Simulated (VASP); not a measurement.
A run of VASP 6.6.1 is set up as follows.

INCAR

```
SYSTEM = SiC
AGGAC = 1.0 ; AGGAX = 1.0
ALDAC = 0.0 ; ALDAX = 1.0
ALGO = Normal ; EDIFF = 1E-6
ENCUT = 520 ; GGA = B5
ISIF = 2 ; ISMEAR = -1
LASPH = .TRUE. ; LCHARG = .FALSE.
LREAL = .FALSE. ; LWAVE = .FALSE.
NBANDS = 26 ; NELM = 60
PREC = Accurate ; SIGMA = 0.05
```

The input KPOINTS:

```
k-points
0
G
  10 10 3
  0 0 0
```

File POSCAR:

```
SiC
1.0
    3.0756941497      0.0000000000      0.0000000000
   -1.5378470748      2.6636292679      0.0000000000
    0.0000000000      0.0000000000     10.0706464800
Si C
4 4
Direct
    0.0000000000      0.0000000000      0.1878943800
    0.0000000000      0.0000000000      0.6878943800
    0.3333333333      0.6666666667      0.4378419800
    0.6666666667      0.3333333333      0.9378419800
    0.0000000000      0.0000000000      0.0004600500
    0.0000000000      0.0000000000      0.5004600500
    0.3333333333      0.6666666667      0.2498025900
    0.6666666667      0.3333333333      0.7498025900
```

Potentials or basis: VASP PAW PBE potentials, release 64 (Si, C).

Command:

```console
$ cat potpaw_PBE.64/Si/POTCAR potpaw_PBE.64/C/POTCAR > POTCAR
$ mpirun -np 1 vasp_std > vasp.out
```

(1) Predict the band gap on the k mesh.

(2) What does it give for the pressure?

(3) What does it give for the largest force?

## Answers

(1) 2.54 eV (least direct gap 3.65 eV).

(2) 9.1 GPa.

(3) 0.014 eV/Å.

Caveat: the cell stands under pressure; the PAW data sets were made with another functional, which shifts forces and pressure a little; an odd mesh through Γ misses points on the zone boundary, where band edges can lie.
